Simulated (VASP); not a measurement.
## CuI (Marshite): single point with RPBE+D3(BJ)

CuI (Marshite):

```xyz
2
Lattice="0.0000 2.8700 2.8700 2.8700 0.0000 2.8700 2.8700 2.8700 0.0000" Properties=species:S:1:pos:R:3 pbc="T T T"
I     0.0000    0.0000    0.0000
Cu    4.3051    4.3051    4.3051
```

```yaml
Program: VASP 6.6.1
Task: single point
Functional: RPBE
Dispersion: D3(BJ)
Potentials_or_basis: VASP PAW PBE potentials, release 64 (I, Cu)
Cutoff: 520 eV
k_mesh: 8 × 8 × 8
Occupations: fermi-dirac, width 0.05 eV
Spin: no spin polarisation
Dipole_correction: no
Further_INCAR_settings: ALGO = Normal; EDIFF = 1e-06; NBANDS = 16
```

- Pressure: 0.0 GPa
- Band gap on the k mesh: 1.77 eV, direct
- Dispersion energy per atom: -1.679 eV

Levels at points of the mesh, in eV from the valence-band top:
| k point | band 6 | band 7 | band 8 | band 9 | band 10 | band 11 | band 12 | band 13 |
| --- | --- | --- | --- | --- | --- | --- | --- | --- |
| (0.00, 0.00, 0.00) | -2.61 | 0.00 | 0.00 | 0.00 | 1.77 | 4.68 | 4.68 | 4.68 |
| (0.50, 0.00, 0.00) | -2.58 | -2.51 | -1.00 | -1.00 | 2.37 | 5.28 | 5.28 | 7.68 |
| (0.50, 0.50, 0.00) | -2.51 | -2.50 | -2.14 | -2.14 | 2.44 | 2.82 | 10.57 | 10.66 |

Run time: 11 s on 1 thread of Intel(R) Xeon(R) 6975P-C (Granite Rapids) (shared host), peak memory 0.18 GiB.

Caveat: the PAW data sets were made with another functional, which shifts forces and pressure a little; spin-orbit coupling is left out, which moves the levels of the heavy elements. RPBE gaps usually lie below the measured ones, often by a third to a half.
